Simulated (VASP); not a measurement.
# HfN in VASP: a series of runs

Runs on HfN. Level: PBE. Tasks: relaxation of shape and atoms at fixed volume, single point.

Program: VASP 6.6.1. These are calculated values, not measurements. Logs are shortened: lines on timing, memory, paths and dates and some standing lists are left out, and cuts for length are marked.

### 1 The cell of the first run

Symmetry: P-6m2, No. 187, hexagonal system. The conventional cell has a = 3.173 Å, b = 3.173 Å, c = 2.973 Å, α = 90.00°, β = 90.00°, γ = 120.00°. Hf (site symmetry -6m2) has 6 N at 2.36 Å and 2 Hf at 2.97 Å within 3.1 Å. N (site symmetry -6m2) has 6 Hf at 2.36 Å and 2 N at 2.97 Å within 3.1 Å.

### 2 Relaxation of shape and atoms at fixed volume, PBE (volume scaled by 1.070)

The input, INCAR:

```
PREC = Accurate
ENCUT = 600
EDIFF = 1E-7
ISMEAR = 0
SIGMA = 0.05
LREAL = F
LASPH = T
NELM = 120
ALGO = Normal
ISIF = 4
LWAVE = F
LCHARG = F
GGA = PE
IBRION = 2
NSW = 60
EDIFFG = -0.01
GGA_COMPAT = F
NELMIN = 4
```

The input, KPOINTS:

```
Automatic mesh
0
Gamma
  14 14 12
```

The input, POSCAR:

```
HfN
1.0
    3.1729476060      0.0000000000      0.0000000000
   -1.5864738030      2.7478532317      0.0000000000
    0.0000000000      0.0000000000      2.9733502487
Hf N
1 1
Direct
    0.0000000000      0.0000000000      0.0000000000
    0.6666666667      0.3333333333      0.5000000000
```

Potentials or basis: VASP PAW PBE potentials, release 64 (Hf_pv, N).

Run with:

```
$ cat potpaw_PBE.64/Hf_pv/POTCAR potpaw_PBE.64/N/POTCAR > POTCAR
$ mpirun -np 1 vasp_std > vasp.out
```

OUTCAR:

```text
PREC = Accurate
   ENCUT = 600
   EDIFF = 1E-7
   ISMEAR = 0
   LREAL = F
   LASPH = T
   NELM = 120
   ISIF = 4
   GGA = PE
   IBRION = 2
   NSW = 60
   EDIFFG = -0.01
   NELMIN = 4

 ion  position               nearest neighbor table
   1  0.000  0.000  0.000-   2 2.36   2 2.36   2 2.36   2 2.36   2 2.36   2 2.36
   2  0.667  0.333  0.500-   1 2.36   1 2.36   1 2.36   1 2.36   1 2.36   1 2.36

  LATTYP: Found a hexagonal cell.
 ALAT       =     3.1729476060
 C/A-ratio  =     0.9370940267

  Lattice vectors:

 A1 = (   3.1729476060,   0.0000000000,   0.0000000000)
 A2 = (  -1.5864738030,   2.7478532317,   0.0000000000)
 A3 = (   0.0000000000,   0.0000000000,   2.9733502487)

Analysis of symmetry for initial positions (statically):
=====================================================================
 Subroutine PRICEL returns:
 Original cell was already a primitive cell.

 Routine SETGRP: Setting up the symmetry group for a
 hexagonal supercell.

 Subroutine GETGRP returns: Found 12 space group operations
 (whereof 12 operations were pure point group operations)
 out of a pool of 24 trial point group operations.

The static configuration has the point symmetry D_3h.

Analysis of symmetry for dynamics (positions and initial velocities):
=====================================================================
 Subroutine PRICEL returns:
 Original cell was already a primitive cell.

 Routine SETGRP: Setting up the symmetry group for a
 hexagonal supercell.

 Subroutine GETGRP returns: Found 12 space group operations
 (whereof 12 operations were pure point group operations)
 out of a pool of 24 trial point group operations.

The dynamic configuration has the point symmetry D_3h.

 Subroutine INISYM returns: Found 12 space group operations
 (whereof 12 operations are pure point group operations),
 and found     1 'primitive' translations

----------------------------------------------------------------------------------------

                                     Primitive cell

  volume of cell :      25.9240

  direct lattice vectors                    reciprocal lattice vectors
     3.172947606  0.000000000  0.000000000     0.315164360  0.181960228  0.000000000
    -1.586473803  2.747853232  0.000000000     0.000000000  0.363920456  0.000000000
     0.000000000  0.000000000  2.973350249     0.000000000  0.000000000  0.336320957

  length of vectors
     3.172947606  3.172947606  2.973350249     0.363920456  0.363920456  0.336320957

  position of ions in fractional coordinates (direct lattice)
     0.000000000  0.000000000  0.000000000
     0.666666667  0.333333333  0.500000000

  ion indices of the primitive-cell ions
   primitive index   ion index
                 1           1
                 2           2

----------------------------------------------------------------------------------------

 KPOINTS: Automatic mesh

Automatic generation of k-mesh.
 Grid dimensions read from file:
 generate k-points for:   14   14   12

 Generating k-lattice:

  Cartesian coordinates                     Fractional coordinates (reciprocal lattice)
     0.022511740  0.012997159  0.000000000     0.071428571  0.000000000  0.000000000
     0.000000000  0.025994318  0.000000000     0.000000000  0.071428571  0.000000000
     0.000000000  0.000000000  0.028026746     0.000000000  0.000000000  0.083333333

  Length of vectors
     0.025994318  0.025994318  0.028026746

  Shift w.r.t. Gamma in fractional coordinates (k-lattice)
     0.000000000  0.000000000  0.000000000

 Subroutine IBZKPT returns following result:
 ===========================================

 Found    168 irreducible k-points:

 Following reciprocal coordinates:
            Coordinates               Weight
  0.000000  0.000000  0.000000      1.000000
  0.071429  0.000000  0.000000      6.000000
  0.142857  0.000000  0.000000      6.000000
  0.214286  0.000000  0.000000      6.000000
  0.285714  0.000000  0.000000      6.000000
  0.357143  0.000000  0.000000      6.000000
[... 16 lines left out ...]
  0.285714  0.285714  0.000000      6.000000
  0.357143  0.285714  0.000000      6.000000
 [... further k-points ...]
   k-points           NKPTS =    168   k-points in BZ     NKDIM =    168   number of bands    NBANDS=     11
   number of dos      NEDOS =    301   number of ions     NIONS =      2
   total plane-waves  NPLWV =  18816
   dimension x,y,z NGX =    28 NGY =   28 NGZ =   24
   dimension x,y,z NGXF=    56 NGYF=   56 NGZF=   48
   ions per type =               1   1
   NGX,Y,Z   is equivalent  to a cutoff of  14.67, 14.67, 13.42 a.u.
   NGXF,Y,Z  is equivalent  to a cutoff of  29.34, 29.34, 26.84 a.u.
 SYSTEM =  unknown system
   PREC   = accura    normal or accurate (medium, high low for compatibility)
   ISTART =      0    job   : 0-new  1-cont  2-samecut
   ICHARG =      2    charge: 1-file 2-atom 10-const
   ISPIN  =      1    spin polarized calculation?
   LNONCOLLINEAR =      F non collinear calculations
   LSORBIT =      F    spin-orbit coupling
   LASPH  =      T    aspherical Exc in radial PAW
   ENCUT  =  600.0 eV  44.10 Ry    6.64 a.u.   6.34  6.34  5.94*2*pi/ulx,y,z
   NELM   =    120;   NELMIN=  4; NELMDL= -5     # of ELM steps
   EDIFF  = 0.1E-06   stopping-criterion for ELM
   LREAL  =      F    real-space projection
   EDIFFG = -.1E-01   stopping-criterion for IOM
   NSW    =     60    number of steps for IOM
   IBRION =      2    ionic relax: 0-MD 1-quasi-New 2-CG
   NFREE  =      1    steps in history (QN), initial steepest desc. (CG)
   ISIF   =      4    stress and relaxation
   ISYM   =      2    0-nonsym 1-usesym 2-fastsym
   POTIM  = 0.5000    time-step for ionic-motion
   TEBEG  =    0.0;   TEEND  =   0.0 temperature during run
   PSTRESS=    0.0 pullay stress
   NELECT =      15.0000    total number of electrons
   NUPDOWN=      -1.0000    fix difference up-down
   EMIN   =  10.00;   EMAX   =-10.00  energy-range for DOS
   EFERMI =   0.00;   METHOD = LEGACY
   ISMEAR =     0;   SIGMA  =   0.05  broadening in eV -4-tet -1-fermi 0-gaus
   EFERMI_NEDOS =   21; number of points for ismear=-14 and -15
   IALGO  =     38    algorithm
   IMIX   =      4    mixing-type and parameters
     AMIX     =   0.40;   BMIX     =  1.00
     AMIX_MAG =   1.60;   BMIX_MAG =  1.00
  volume/ion in A,a.u.               =      12.96        87.47
  Fermi-wavevector in a.u.,A,eV,Ry     =   1.364178  2.577923 25.320197  1.860982
  Thomas-Fermi vector in A             =   2.490517
   LORBIT       =      0    0 simple, 1 ext, 2 COOP (PROOUT), +10 PAW based schemes
   GGA     = PE    functional components
   LHFCALC =     F    Hartree Fock is set to
   AEXX    =    0.0000 exact exchange contribution
   IVDW    =     0    specifies the selected vdW correction
   LEPSILON=     F    determine dielectric tensor
   LRPA    =     F    only Hartree local field effects (RPA)
 conjugate gradient relaxation of ions
 non-spin polarized calculation
 Gauss-broadening in eV      SIGMA  =   0.05
  energy-cutoff  :      600.00
  volume of cell :       25.92
 maximum number of plane-waves:       880
 NGX is ok and might be reduce to    28
   NGX = 13   NGY = 13   NGZ = 11

--------------------------------------- Ionic step        1  -------------------------------------------

 number of electron      14.9999999 magnetization

 Free energy of the ion-electron system (eV)
  ---------------------------------------------------
  ext. energy  EPLUGINS =         0.00000000
  ---------------------------------------------------
  free energy    TOTEN  =       -20.87736929 eV

  energy without entropy =      -20.87456920  energy(sigma->0) =      -20.87596925

------------------------ aborting loop because EDIFF is reached ----------------------------------------

  FORCE on cell =-STRESS in cart. coord.  units (eV):
  Direction    XX          YY          ZZ          XY          YZ          ZX
  --------------------------------------------------------------------------------------
  -------------------------------------------------------------------------------------
  Total       -2.4612924     -2.4612924     -2.6758266      0.0000000     -0.0000000      0.0000000
  in kB     -152.1147388   -152.1147388   -165.3735458      0.0000000     -0.0000000      0.0000000
  external PRESSURE =    -156.5343411 kB  Pullay stress =       0.0000000 kB
[... 57 lines left out ...]
  energy  without entropy=      -20.8745728837  energy(sigma->0) =      -20.87602920

--------------------------------------- Ionic step        3  -------------------------------------------

 number of electron      14.9999999 magnetization

 Free energy of the ion-electron system (eV)
  ---------------------------------------------------
  ext. energy  EPLUGINS =         0.00000000
  ---------------------------------------------------
  free energy    TOTEN  =       -20.87758666 eV

  energy without entropy =      -20.87471846  energy(sigma->0) =      -20.87615256

 E-fermi :   6.2688     XC(G=0): -12.0896

 val. band max:        6.2675251424   @ k =   0.3571   0.0000   0.5000
 cond. band min:       6.2702054088   @ k =   0.2143   0.1429   0.2500
 fundamental gap:      0.0026802664
 Fermi energy:         6.2687821057

 k-point     1 :       0.0000    0.0000    0.0000
  band No.  band energies     occupation
      1     -24.2803      2.00000
      2     -24.2803      2.00000
      3     -24.0740      2.00000
      4      -9.4359      2.00000
      5       3.0325      2.00000
      6       3.0325      2.00000
      7       4.2065      2.00000
      8       4.7013      2.00000
      9       7.8213      0.00000
     10      10.7651      0.00000
     11      10.7651      0.00000
[... 309 lines left out ...]
 k-point    24 :       0.3571    0.2857    0.0000
  band No.  band energies     occupation
      1     -24.8252      2.00000
      2     -24.6971      2.00000
      3     -23.9758      2.00000
      4      -7.5519      2.00000
      5       0.5876      2.00000
      6       2.0941      2.00000
      7       3.2162      2.00000
      8       7.2066      0.00000
      9       8.6926      0.00000
     10       9.4282      0.00000
     11      10.1321      0.00000

 [... further k-points ...]

------------------------ aborting loop because EDIFF is reached ----------------------------------------

  FORCE on cell =-STRESS in cart. coord.  units (eV):
  Direction    XX          YY          ZZ          XY          YZ          ZX
  --------------------------------------------------------------------------------------
  -------------------------------------------------------------------------------------
  Total       -2.5232822     -2.5232822     -2.5233865      0.0000000      0.0000000      0.0000000
  in kB     -155.9458802   -155.9458802   -155.9523269      0.0000000      0.0000000      0.0000000
  external PRESSURE =    -155.9480291 kB  Pullay stress =       0.0000000 kB
[... 17 lines left out ...]
  FREE ENERGIE OF THE ION-ELECTRON SYSTEM (eV)
  ---------------------------------------------------
  free  energy   TOTEN  =       -20.8775866569 eV

  energy  without entropy=      -20.8747184605  energy(sigma->0) =      -20.87615256

 reached required accuracy - stopping structural energy minimisation
```

Wall time 99 s (1 thread of Intel Xeon Platinum 8259CL at 2.50GHz (Skylake/Cascade Lake), shared host); peak memory 0.2 GiB.

What came out:

| Property | Result |
| --- | --- |
| Free energy | -20.8776 eV |
| Energy gained by relaxing | 0.1 meV/atom |
| Ionic steps | 3 |
| Pressure after relaxing | -15.6 GPa |

Step by step:
| step | energy change (eV) | largest force (eV/Å) | pressure (GPa) | volume (Å³) |
| --- | --- | --- | --- | --- |
| 1 | 0.0000 | 0.0000 | -15.65 | 25.92 |
| 2 | -0.0001 | 0.0000 | -15.55 | 25.92 |
| 3 | -0.0002 | 0.0000 | -15.59 | 25.92 |

Final structure:
```
CELL_PARAMETERS angstrom
3.17619 0.00000 0.00000
-1.58809 2.75066 0.00000
0.00000 0.00000 2.96729
ATOMIC_POSITIONS crystal
Hf 0.00000 0.00000 0.00000
N 0.66667 0.33333 0.50000
```

Caveat: the cell differs from its parent crystal (volume scaled by 1.070); spin-orbit coupling is left out, which moves the levels of the heavy elements.

### 3 Relaxation of shape and atoms at fixed volume, PBE (volume scaled by 1.100)

The input, INCAR:

```
SYSTEM = HfN
ALGO = Normal
EDIFF = 1E-7
EDIFFG = -0.01
ENCUT = 600
GGA = PE
GGA_COMPAT = .FALSE.
IBRION = 2
ISIF = 4
ISMEAR = 0
LASPH = .TRUE.
LCHARG = .FALSE.
LREAL = .FALSE.
LWAVE = .FALSE.
NELM = 120
NELMIN = 4
NSW = 60
PREC = Accurate
SIGMA = 0.05
```

The input, KPOINTS:

```
k-points
0
G
  14 14 12
  0 0 0
```

The input, POSCAR:

```
HfN
1.0
    3.2045973951      0.0000000000      0.0000000000
   -1.6022986975      2.7752627530      0.0000000000
    0.0000000000      0.0000000000      2.9966348692
Hf N
1 1
Direct
    0.0000000000      0.0000000000      0.0000000000
    0.6666666667      0.3333333333      0.5000000000
```

Potentials or basis: VASP PAW PBE potentials, release 64 (Hf_pv, N).

Run with:

```
$ cat potpaw_PBE.64/Hf_pv/POTCAR potpaw_PBE.64/N/POTCAR > POTCAR
$ mpirun -np 1 vasp_std > vasp.out
```

Run time: 88 s. Hardware: 1 thread of Intel Xeon Platinum 8259CL at 2.50GHz (Skylake/Cascade Lake), shared host; peak memory 0.21 GiB.

The run converged. Its results:

| Item | Value |
| --- | --- |
| Free energy | -20.7973 eV |
| Energy gained by relaxing | 0.1 meV/atom |
| Ionic steps | 3 |
| Pressure after relaxing | -20.1 GPa |

Step by step:
```tsv
step	energy change (eV)	largest force (eV/Å)	pressure (GPa)	volume (Å³)
1	0.0000	0.0000	-20.11	26.65
2	-0.0001	0.0000	-20.01	26.65
3	-0.0002	0.0000	-20.05	26.65
```

Final structure:
```
Hf N
1.0
     3.20769    0.00000    0.00000
    -1.60385    2.77795    0.00000
     0.00000    0.00000    2.99085
Hf N
1 1
Direct
  0.00000 0.00000 0.00000
  0.66667 0.33333 0.50000
```

Levels at points of the mesh, in eV from the Fermi level:
| k point | band 3 | band 4 | band 5 | band 6 | band 7 | band 8 | band 9 | band 10 | band 11 |
| --- | --- | --- | --- | --- | --- | --- | --- | --- | --- |
| (0.00, 0.00, 0.00) | -30.45 | -15.55 | -3.16 | -3.16 | -1.99 | -1.55 | 1.36 | 4.36 | 4.36 |
| (0.50, 0.00, 0.00) | -30.37 | -13.98 | -6.28 | -2.95 | -2.16 | -1.51 | 4.22 | 4.56 | 5.69 |
| (0.00, 0.00, 0.50) | -30.58 | -13.58 | -7.22 | -2.44 | -2.44 | 1.45 | 1.45 | 3.55 | 4.01 |
| (0.50, 0.00, 0.50) | -30.71 | -13.96 | -5.34 | -4.40 | -3.92 | 0.53 | 4.33 | 5.82 | 7.00 |

Caveat: the cell differs from its parent crystal (volume scaled by 1.100); spin-orbit coupling is left out, which moves the levels of the heavy elements.

### 4 Single point, PBE (atom 2 (N) moved 0.12 Å along x)

The input, INCAR:

```
  PREC = Accurate
  ENCUT = 600
  EDIFF = 1E-6
  ISMEAR = 0
  SIGMA = 0.05
  LREAL = False
  LASPH = True
  NELM = 120
  ALGO = Normal
  ISIF = 2
  LWAVE = False
  LCHARG = True
  GGA = PE
  LELF = True
  LVHAR = True
  NBANDS = 14
  GGA_COMPAT = False
```

The input, KPOINTS:

```
regular mesh
0
Gamma
  14 14 12
```

The input, POSCAR:

```
HfN
1.0
    3.0990149869      0.0000000000      0.0000000000
   -1.5495074934      2.6838257053      0.0000000000
    0.0000000000      0.0000000000      2.9130017211
Hf N
1 1
Direct
    0.0000000000      0.0000000000      0.0000000000
    0.7053886478      0.3333333333      0.5000000000
```

Run with:

```
$ cat potpaw_PBE.64/Hf_pv/POTCAR potpaw_PBE.64/N/POTCAR > POTCAR
$ mpirun -np 1 vasp_std > vasp.out
```

Run time: 4 min. Hardware: 1 thread of Intel Xeon Platinum 8259CL at 2.50GHz (Skylake/Cascade Lake), shared host; peak memory 0.41 GiB.

Results (log left out):

| Item | Value |
| --- | --- |
| Free energy | -20.9253 eV |
| Pressure | -0.6 GPa |
| Largest force | 0.847 eV/Å |

Forces in eV/Å, atoms in the order of the input:
```
Hf   0.843 -0.080  0.000
N   -0.843  0.080  0.000
```

Stress tensor (GPa, compression positive):
```
 0.07 -2.00  0.00
-2.00 -1.36  0.00
 0.00  0.00 -0.64
```

Levels at points of the mesh, in eV from the Fermi level:
| k point | band 4 | band 5 | band 6 | band 7 | band 8 | band 9 | band 10 | band 11 | band 12 | band 13 |
| --- | --- | --- | --- | --- | --- | --- | --- | --- | --- | --- |
| (0.00, 0.00, 0.00) | -16.10 | -3.54 | -3.32 | -2.18 | -1.65 | 1.91 | 4.37 | 5.37 | 5.81 | 6.02 |
| (0.50, 0.00, 0.00) | -14.37 | -6.46 | -3.07 | -2.49 | -1.45 | 4.89 | 4.96 | 5.97 | 6.51 | 7.71 |
| (0.00, 0.50, 0.00) | -14.18 | -6.66 | -3.37 | -2.82 | -1.07 | 4.84 | 4.90 | 6.45 | 6.75 | 7.64 |
| (0.50, 0.50, 0.00) | -14.03 | -6.84 | -3.58 | -2.43 | -1.53 | 4.77 | 5.05 | 6.34 | 7.24 | 7.66 |
| (0.00, 0.00, 0.50) | -13.70 | -7.69 | -3.14 | -2.10 | 1.38 | 1.55 | 3.55 | 4.00 | 5.29 | 8.00 |
| (0.50, 0.00, 0.50) | -14.16 | -5.95 | -4.97 | -4.48 | 1.10 | 4.91 | 6.57 | 7.89 | 8.40 | 10.25 |
| (0.00, 0.50, 0.50) | -14.38 | -5.68 | -4.67 | -4.19 | 0.68 | 4.74 | 6.57 | 7.90 | 8.03 | 10.81 |
| (0.50, 0.50, 0.50) | -14.54 | -5.48 | -4.40 | -4.06 | 0.39 | 4.97 | 6.61 | 7.65 | 7.89 | 11.53 |

Caveat: the cell differs from its parent crystal (atom 2 (N) moved 0.12 Å along x); spin-orbit coupling is left out, which moves the levels of the heavy elements.

(Continued in part 2 of 2.)
